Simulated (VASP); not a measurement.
Set up this calculation in VASP 6.6.1, as the native input.

```yaml
Task: single point
Functional: PBEsol
Dispersion: D3(BJ)
Potentials_or_basis: VASP PAW PBE potentials, release 64 (C)
Cutoff: 520 eV
k_mesh: 18 × 18 × 2
Occupations: gaussian, width 0.1 eV
Spin: no spin polarisation
Dipole_correction: no
Further_INCAR_settings: ALGO = Normal; EDIFF = 1e-07; NBANDS = 36
```

The structure of C lies in POSCAR:

```
C
1.0
    2.4558456497      0.0000000000      0.0000000000
   -1.2279228248      2.1268247204      0.0000000000
    0.0000000000      0.0000000000     18.8898244030
C
12
Direct
    0.6666666667      0.3333333333      0.9519926274
    0.6666666667      0.3333333333      0.4520452513
    0.6666666667      0.3333333333      0.7792880787
    0.6666666667      0.3333333333      0.2793407026
    0.0000000000      0.0000000000      0.6156666650
    0.3333333333      0.6666666667      0.2792880787
    0.0000000000      0.0000000000      0.1156666650
    0.6666666667      0.3333333333      0.6156666650
    0.3333333333      0.6666666667      0.7793407026
    0.3333333333      0.6666666667      0.1156666650
    0.3333333333      0.6666666667      0.4519926274
    0.3333333333      0.6666666667      0.9520452513
```

These files were run (other wordings do the same):

INCAR

```
SYSTEM = C
PREC = Accurate
ENCUT = 520
EDIFF = 1E-7
ISMEAR = 0
SIGMA = 0.1
LREAL = .False.
LASPH = .True.
NELM = 80
ALGO = Normal
ISIF = 2
LWAVE = .False.
LCHARG = .True.
GGA = PS
IVDW = 12
LELF = .True.
LVHAR = .True.
NBANDS = 36
```

KPOINTS

```
regular mesh
0
Gamma
  18 18 2
  0 0 0
```

Potentials or basis: VASP PAW PBE potentials, release 64 (C).

The run is started by

```bash
$ cat potpaw_PBE.64/C/POTCAR > POTCAR
$ mpirun -np 1 vasp_std > vasp.out
```

Results of the run:

```
Pressure                   : 2.6 GPa
Largest force              : 0.012 eV/Å
Band gap on the k mesh     : zero (filled and empty bands touch)
Dispersion energy per atom : -0.117 eV
```

Caveat: the PAW data sets were made with another functional, which shifts forces and pressure a little.

Wall time 3.2 min on 1 thread of AMD EPYC 7R13 Processor (Zen 3) (shared host), peak memory 0.28 GiB.
